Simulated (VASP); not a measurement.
Crystal: BN.

```xyz
8
Lattice="2.5480 0.0000 0.0000 -1.2740 2.2066 0.0000 0.0000 0.0000 8.3754" Properties=species:S:1:pos:R:3 pbc="T T T"
B     0.0000    0.0000    0.0033
B     0.0000    1.4711    2.0912
B     0.0000    0.0000    4.1909
B     1.2740    0.7355    6.2789
N     0.0000    0.0000    1.5661
N     0.0000    1.4711    3.6678
N     0.0000    0.0000    5.7538
N     1.2740    0.7355    7.8555
```

Base run:

- Program: VASP 6.6.1
- Functional: r2SCAN
- Potentials or basis: VASP PAW PBE potentials, release 64 (B, N)
- Cutoff: 520 eV
- k mesh: 12 × 12 × 4
- Occupations: gaussian, width 0.01 eV
- Spin: no spin polarisation

Its results: band gap on the k mesh 6.06 eV, indirect (least direct gap 8.17 eV); pressure 1.1 GPa.

Question: The run is repeated on the same cell with these changes: k mesh from 12 × 12 × 4 to 9 × 9 × 4. What comes out?

Answer: Band gap on the k mesh 6.18 eV, indirect (least direct gap 8.23 eV); pressure 1.1 GPa.

Caveats: the PAW data sets were made with another functional, which shifts forces and pressure a little.

A k mesh can miss the band edges.
